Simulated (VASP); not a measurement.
Write the native input for VASP 6.6.1 that does the following.

- Task: relaxation of cell and atoms
- Functional: PBEsol
- Potentials or basis: VASP PAW PBE potentials, release 64 (Ti_sv)
- Cutoff: 500 eV
- k mesh: 8 × 8 × 8
- Occupations: gaussian, width 0.1 eV
- Spin: no spin polarisation
- Dipole correction: no
- Further INCAR settings: ALGO = Normal; EDIFF = 1e-07; IBRION = 2; EDIFFG = -0.05; NSW = 80; ISIF = 3

The structure of Ti lies in POSCAR:

```
Ti
1.0
    0.0000000000      2.0885067041      2.0885067041
    2.0885067041      0.0000000000      2.0885067041
    2.0885067041      2.0885067041      0.0000000000
Ti
1
Direct
    0.0000000000      0.0000000000      0.0000000000
```

The input as run:

INCAR

```
SYSTEM = Ti
PREC     = Accurate       ! precision mode
ENCUT    = 500            ! plane-wave cutoff, eV
EDIFF    = 1E-7           ! SCF threshold, eV
ISMEAR   = 0              ! smearing method
SIGMA    = 0.1            ! smearing width, eV
LREAL    = .False.        ! projectors in reciprocal space
LASPH    = .True.         ! aspherical terms in the spheres
NELM     = 120            ! most SCF steps
ALGO     = Normal         ! electronic algorithm
ISIF     = 3              ! what is computed and relaxed
LWAVE    = .False.        ! write WAVECAR
LCHARG   = .False.        ! write CHGCAR
GGA      = PS             ! functional
IBRION   = 2              ! ionic algorithm
NSW      = 80             ! ionic steps
EDIFFG   = -0.05          ! ionic threshold
GGA_COMPAT= .False.      
NELMIN   = 4
```

KPOINTS

```
Automatic mesh
0
Gamma
  8 8 8
  0 0 0
```

Potentials or basis: VASP PAW PBE potentials, release 64 (Ti_sv).

Launch:

```console
$ cat potpaw_PBE.64/Ti_sv/POTCAR > POTCAR
$ mpirun -np 1 vasp_std > vasp.out
```

It gave:

- Relaxed volume: 16.64 Å³/atom
- Relaxed cell: a = 2.866 Å, b = 2.866 Å, c = 2.866 Å, α = 60.00°, β = 60.00°, γ = 60.00°
- Space group after relaxing (to 0.05 Å): Fm-3m (No. 225)
- Energy gained by relaxing: 46.3 meV/atom
- Ionic steps: 3
- Pressure after relaxing: 0.0 GPa
- Band gap on the k mesh: zero (band 6 reaches 9.44 eV, above the bottom of band 7 at 8.15 eV)

Caveat: the PAW data sets were made with another functional, which shifts forces and pressure a little.

Wall time 9.3 s on 1 thread of Intel(R) Xeon(R) Platinum 8559C (Emerald Rapids), on a shared host, peak memory 0.14 GiB.
